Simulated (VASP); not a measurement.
# KI (P6_3/mmc) in VASP: notebook, part 2 of 2

VASP 6.6.1. Earlier steps stand in the parts before.

### Step 4. Relaxation of cell and atoms, PBEsol

This run uses another cell than the first one, of 48.34 Å³/atom, 0.899 times its volume.

Contents of INCAR:

```
PREC = Accurate ; ENCUT = 600
EDIFF = 1E-7 ; ISMEAR = -1
SIGMA = 0.03 ; LREAL = False
LASPH = True ; NELM = 80
ALGO = Normal ; ISIF = 3
LWAVE = False ; LCHARG = False
GGA = PS ; IBRION = 2
NSW = 100 ; EDIFFG = -0.01
```

Contents of KPOINTS:

```
regular mesh
0
Gamma
  6 6 4
```

Contents of POSCAR:

```
KI
1.0
    5.6317130406      0.0000000000      0.0000000000
   -2.8158565203      4.8772065600      0.0000000000
    0.0000000000      0.0000000000      7.0392672000
K I
2 2
Direct
    0.3333333333      0.6666666667      0.2500000000
    0.6666666667      0.3333333333      0.7500000000
    0.6666666667      0.3333333333      0.2500000000
    0.3333333333      0.6666666667      0.7500000000
```

Potentials or basis: VASP PAW PBE potentials, release 64 (K_sv, I).

Launch:

```bash
cat potpaw_PBE.64/K_sv/POTCAR potpaw_PBE.64/I/POTCAR > POTCAR
mpirun -np 1 vasp_std > vasp.out
```

OUTCAR:

```text
PREC = Accurate
   ENCUT = 600
   EDIFF = 1E-7
   ISMEAR = -1
   LREAL = False
   LASPH = True
   NELM = 80
   ISIF = 3
   GGA = PS
   IBRION = 2
   NSW = 100
   EDIFFG = -0.01

 ion  position               nearest neighbor table
   1  0.333  0.667  0.250-   3 3.25   3 3.25   3 3.25   4 3.52   4 3.52
   2  0.667  0.333  0.750-   4 3.25   4 3.25   4 3.25   3 3.52   3 3.52
   3  0.667  0.333  0.250-   1 3.25   1 3.25   1 3.25   2 3.52   2 3.52
   4  0.333  0.667  0.750-   2 3.25   2 3.25   2 3.25   1 3.52   1 3.52

  LATTYP: Found a hexagonal cell.
 ALAT       =     5.6317130406
 C/A-ratio  =     1.2499335725

  Lattice vectors:

 A1 = (   5.6317130406,   0.0000000000,   0.0000000000)
 A2 = (  -2.8158565203,   4.8772065600,   0.0000000000)
 A3 = (   0.0000000000,   0.0000000000,   7.0392672000)

Analysis of symmetry for initial positions (statically):
=====================================================================
 Subroutine PRICEL returns:
 Original cell was already a primitive cell.

 Routine SETGRP: Setting up the symmetry group for a
 hexagonal supercell.

 Subroutine GETGRP returns: Found 24 space group operations
 (whereof 12 operations were pure point group operations)
 out of a pool of 24 trial point group operations.

The static configuration has the point symmetry D_3d.
 The point group associated with its full space group is D_6h.

Analysis of symmetry for dynamics (positions and initial velocities):
=====================================================================
 Subroutine PRICEL returns:
 Original cell was already a primitive cell.

 Routine SETGRP: Setting up the symmetry group for a
 hexagonal supercell.

 Subroutine GETGRP returns: Found 24 space group operations
 (whereof 12 operations were pure point group operations)
 out of a pool of 24 trial point group operations.

The dynamic configuration has the point symmetry D_3d.
 The point group associated with its full space group is D_6h.

 Subroutine INISYM returns: Found 24 space group operations
 (whereof 12 operations are pure point group operations),
 and found     1 'primitive' translations

----------------------------------------------------------------------------------------

                                     Primitive cell

  volume of cell :     193.3477

  direct lattice vectors                    reciprocal lattice vectors
     5.631713041  0.000000000  0.000000000     0.177565865  0.102517700  0.000000000
    -2.815856520  4.877206560  0.000000000     0.000000000  0.205035400  0.000000000
     0.000000000  0.000000000  7.039267200     0.000000000  0.000000000  0.142060242

  length of vectors
     5.631713041  5.631713041  7.039267200     0.205035400  0.205035400  0.142060242

  position of ions in fractional coordinates (direct lattice)
     0.333333333  0.666666667  0.250000000
     0.666666667  0.333333333  0.750000000
     0.666666667  0.333333333  0.250000000
     0.333333333  0.666666667  0.750000000

  ion indices of the primitive-cell ions
   primitive index   ion index
                 1           1
                 2           2
                 3           3
                 4           4

----------------------------------------------------------------------------------------

 KPOINTS: regular mesh

Automatic generation of k-mesh.
 Grid dimensions read from file:
 generate k-points for:    6    6    4

 Generating k-lattice:

  Cartesian coordinates                     Fractional coordinates (reciprocal lattice)
     0.029594311  0.017086283  0.000000000     0.166666667  0.000000000  0.000000000
     0.000000000  0.034172567  0.000000000     0.000000000  0.166666667  0.000000000
     0.000000000  0.000000000  0.035515060     0.000000000  0.000000000  0.250000000

  Length of vectors
     0.034172567  0.034172567  0.035515060

  Shift w.r.t. Gamma in fractional coordinates (k-lattice)
     0.000000000  0.000000000  0.000000000

 Subroutine IBZKPT returns following result:
 ===========================================

 Found     21 irreducible k-points:

 Following reciprocal coordinates:
            Coordinates               Weight
  0.000000  0.000000  0.000000      1.000000
  0.166667  0.000000  0.000000      6.000000
  0.333333 -0.000000  0.000000      6.000000
  0.500000  0.000000  0.000000      3.000000
  0.166667  0.166667  0.000000      6.000000
  0.333333  0.166667  0.000000     12.000000
[... 13 lines left out ...]
  0.333333  0.166667  0.500000     12.000000
  0.333333  0.333333  0.500000      2.000000
   k-points           NKPTS =     21   k-points in BZ     NKDIM =     21   number of bands    NBANDS=     20
   number of dos      NEDOS =    301   number of ions     NIONS =      4
   total plane-waves  NPLWV = 129024
   dimension x,y,z NGX =    48 NGY =   48 NGZ =   56
   dimension x,y,z NGXF=    96 NGYF=   96 NGZF=  112
   ions per type =               2   2
   NGX,Y,Z   is equivalent  to a cutoff of  14.17, 14.17, 13.23 a.u.
   NGXF,Y,Z  is equivalent  to a cutoff of  28.34, 28.34, 26.45 a.u.
 SYSTEM =  unknown system
   PREC   = accura    normal or accurate (medium, high low for compatibility)
   ISTART =      0    job   : 0-new  1-cont  2-samecut
   ICHARG =      2    charge: 1-file 2-atom 10-const
   ISPIN  =      1    spin polarized calculation?
   LNONCOLLINEAR =      F non collinear calculations
   LSORBIT =      F    spin-orbit coupling
   LASPH  =      T    aspherical Exc in radial PAW
   ENCUT  =  600.0 eV  44.10 Ry    6.64 a.u.  11.25 11.25 14.06*2*pi/ulx,y,z
   NELM   =     80;   NELMIN=  2; NELMDL= -5     # of ELM steps
   EDIFF  = 0.1E-06   stopping-criterion for ELM
   LREAL  =      F    real-space projection
   EDIFFG = -.1E-01   stopping-criterion for IOM
   NSW    =    100    number of steps for IOM
   IBRION =      2    ionic relax: 0-MD 1-quasi-New 2-CG
   NFREE  =      1    steps in history (QN), initial steepest desc. (CG)
   ISIF   =      3    stress and relaxation
   ISYM   =      2    0-nonsym 1-usesym 2-fastsym
   POTIM  = 0.5000    time-step for ionic-motion
   TEBEG  =    0.0;   TEEND  =   0.0 temperature during run
   PSTRESS=    0.0 pullay stress
   NELECT =      32.0000    total number of electrons
   NUPDOWN=      -1.0000    fix difference up-down
   EMIN   =  10.00;   EMAX   =-10.00  energy-range for DOS
   EFERMI =   0.00;   METHOD = LEGACY
   ISMEAR =    -1;   SIGMA  =   0.03  broadening in eV -4-tet -1-fermi 0-gaus
   EFERMI_NEDOS =   21; number of points for ismear=-14 and -15
   IALGO  =     38    algorithm
   IMIX   =      4    mixing-type and parameters
     AMIX     =   0.40;   BMIX     =  1.00
     AMIX_MAG =   1.60;   BMIX_MAG =  1.00
  volume/ion in A,a.u.               =      48.34       326.19
  Fermi-wavevector in a.u.,A,eV,Ry     =   0.898832  1.698546 10.992129  0.807899
  Thomas-Fermi vector in A             =   2.021590
   LORBIT       =      0    0 simple, 1 ext, 2 COOP (PROOUT), +10 PAW based schemes
   GGA     = PS    functional components
   LHFCALC =     F    Hartree Fock is set to
   AEXX    =    0.0000 exact exchange contribution
   IVDW    =     0    specifies the selected vdW correction
   LEPSILON=     F    determine dielectric tensor
   LRPA    =     F    only Hartree local field effects (RPA)
 conjugate gradient relaxation of ions
 non-spin polarized calculation
  energy-cutoff  :      600.00
  volume of cell :      193.35
 maximum number of plane-waves:      6526
 NGX is ok and might be reduce to    48
   NGX = 23   NGY = 23   NGZ = 29

--------------------------------------- Ionic step        1  -------------------------------------------

 number of electron      31.9999997 magnetization

 Free energy of the ion-electron system (eV)
  ---------------------------------------------------
  ext. energy  EPLUGINS =         0.00000000
  ---------------------------------------------------
  free energy    TOTEN  =       -11.28187067 eV

  energy without entropy =      -11.28187067  energy(sigma->0) =      -11.28187067

------------------------ aborting loop because EDIFF is reached ----------------------------------------

  FORCE on cell =-STRESS in cart. coord.  units (eV):
  Direction    XX          YY          ZZ          XY          YZ          ZX
  --------------------------------------------------------------------------------------
  -------------------------------------------------------------------------------------
  Total        2.4536413      2.4536413      0.0698709      0.0000000      0.0000000      0.0000000
  in kB       20.3321137     20.3321137      0.5789860      0.0000000      0.0000000      0.0000000
  external PRESSURE =      13.7477378 kB  Pullay stress =       0.0000000 kB
[... 213 lines left out ...]
  energy  without entropy=      -11.4145438198  energy(sigma->0) =      -11.41454382

--------------------------------------- Ionic step        7  -------------------------------------------

 number of electron      31.9999998 magnetization

 Free energy of the ion-electron system (eV)
  ---------------------------------------------------
  ext. energy  EPLUGINS =         0.00000000
  ---------------------------------------------------
  free energy    TOTEN  =       -11.41536144 eV

  energy without entropy =      -11.41536144  energy(sigma->0) =      -11.41536144

 E-fermi :  -0.7245     XC(G=0):  -6.3285

 val. band max:       -1.4143125839   @ k =   0.0000   0.0000   0.0000
 cond. band min:       2.3747709342   @ k =   0.0000   0.0000   0.0000
 fundamental gap:      3.7890835181
 Fermi energy:        -0.7244764274

 k-point     1 :       0.0000    0.0000    0.0000
  band No.  band energies     occupation
      1     -29.8321      2.00000
      2     -29.8292      2.00000
      3     -13.4247      2.00000
      4     -13.4159      2.00000
      5     -13.4159      2.00000
      6     -13.3978      2.00000
[... 12 lines left out ...]
     19       4.8438      0.00000
[... 490 lines left out ...]
  FREE ENERGIE OF THE ION-ELECTRON SYSTEM (eV)
  ---------------------------------------------------
  free  energy   TOTEN  =       -11.4153614421 eV

  energy  without entropy=      -11.4153614421  energy(sigma->0) =      -11.41536144

 reached required accuracy - stopping structural energy minimisation
```

OSZICAR:

```text
N       E                     dE             d eps       ncg     rms          rms(c)
DAV:   1     0.239671988964E+03    0.23967E+03   -0.14251E+04   840   0.147E+03
DAV:   2     0.100004994447E+02   -0.22967E+03   -0.21991E+03  1044   0.328E+02
DAV:   3    -0.107616734184E+02   -0.20762E+02   -0.20713E+02  1328   0.866E+01
[... 83 lines left out ...]
DAV:   5    -0.114153531679E+02    0.52555E-04   -0.26872E-04  1280   0.987E-02    0.193E-02
DAV:   6    -0.114153571995E+02   -0.40316E-05   -0.26424E-05  1180   0.304E-02    0.119E-02
DAV:   7    -0.114153604446E+02   -0.32452E-05   -0.26550E-06  1100   0.109E-02    0.284E-03
DAV:   8    -0.114153615235E+02   -0.10789E-05   -0.68300E-07   960   0.527E-03    0.288E-03
DAV:   9    -0.114153614421E+02    0.81442E-07   -0.13670E-07   640   0.256E-03
   7 F= -.11415361E+02 E0= -.11415361E+02  d E =-.272493E-02
```

It took 15 min on 1 thread of Oxide Virtual Turin-like, shared host; peak memory 0.38 GiB.

What came out:

- Free energy: -11.4154 eV
- Relaxed volume: 53.86 Å³/atom
- Relaxed cell: a = 5.978 Å, b = 5.978 Å, c = 6.961 Å, α = 90.00°, β = 90.00°, γ = 120.00°
- Space group after relaxing (to 0.05 Å): P6_3/mmc (No. 194)
- Energy gained by relaxing: 33.4 meV/atom
- Ionic steps: 7
- Pressure after relaxing: 0.0 GPa
- Band gap on the k mesh: 3.79 eV, direct

The path:
| step | energy change (eV) | largest force (eV/Å) | pressure (GPa) | volume (Å³) |
| --- | --- | --- | --- | --- |
| 1 | 0.0000 | 0.0000 | 1.37 | 193.35 |
| 2 | -0.1011 | 0.0000 | 0.52 | 205.13 |
| 3 | -0.1290 | 0.0000 | 0.04 | 214.44 |
| 4 | -0.1307 | 0.0000 | -0.08 | 217.18 |
| 5 | -0.1308 | 0.0000 | -0.10 | 217.67 |
| 6 | -0.1327 | 0.0000 | -0.05 | 216.63 |
| 7 | -0.1335 | 0.0000 | 0.01 | 215.43 |

Final structure:
```cif
data_structure
_symmetry_space_group_name_H-M 'P 1'
_symmetry_Int_Tables_number 1
_cell_length_a 5.9778
_cell_length_b 5.9778
_cell_length_c 6.9615
_cell_angle_alpha 90.000
_cell_angle_beta 90.000
_cell_angle_gamma 120.000
_cell_volume 215.43
loop_
_atom_site_label
_atom_site_type_symbol
_atom_site_fract_x
_atom_site_fract_y
_atom_site_fract_z
_atom_site_occupancy
K1 K 0.33333 0.66667 0.25000 1
K2 K 0.66667 0.33333 0.75000 1
I1 I 0.66667 0.33333 0.25000 1
I2 I 0.33333 0.66667 0.75000 1
```

Caveat: the PAW data sets were made with another functional, which shifts forces and pressure a little; spin-orbit coupling is left out, which moves the levels of the heavy elements. PBEsol gaps usually lie below the measured ones, often by a third to a half.

### Step 5. Summary

| task | level | cell | cutoff (eV) | gap on the mesh (eV) | pressure (GPa) |
| --- | --- | --- | --- | --- | --- |
| single point | PBEsol | a = 5.972, b = 5.972, c = 6.960 Å, angles 90.0, 90.0, 120.0°, 4 atoms | 520 | 3.79 | 0.0 |
| single point | r2SCAN+rVV10 | a = 5.972, b = 5.972, c = 6.966 Å, angles 90.0, 90.0, 120.0°, 4 atoms | 520 | 4.22 | 0.0 |
| relaxation of cell and atoms | PBEsol | relaxed from a = 5.632, b = 5.632, c = 7.039 Å, angles 90.0, 90.0, 120.0°, 4 atoms | 600 | 3.79 | 0.0 |

Alike in all rows: potentials or basis VASP PAW PBE potentials, release 64 (K_sv, I); no spin polarisation; k mesh 6 × 6 × 4; smearing fermi-dirac 0.03 eV.

Caveats: the PAW data sets were made with another functional, which shifts forces and pressure a little; spin-orbit coupling is left out, which moves the levels of the heavy elements.

Absolute energies hang on the potentials; compare differences alone.
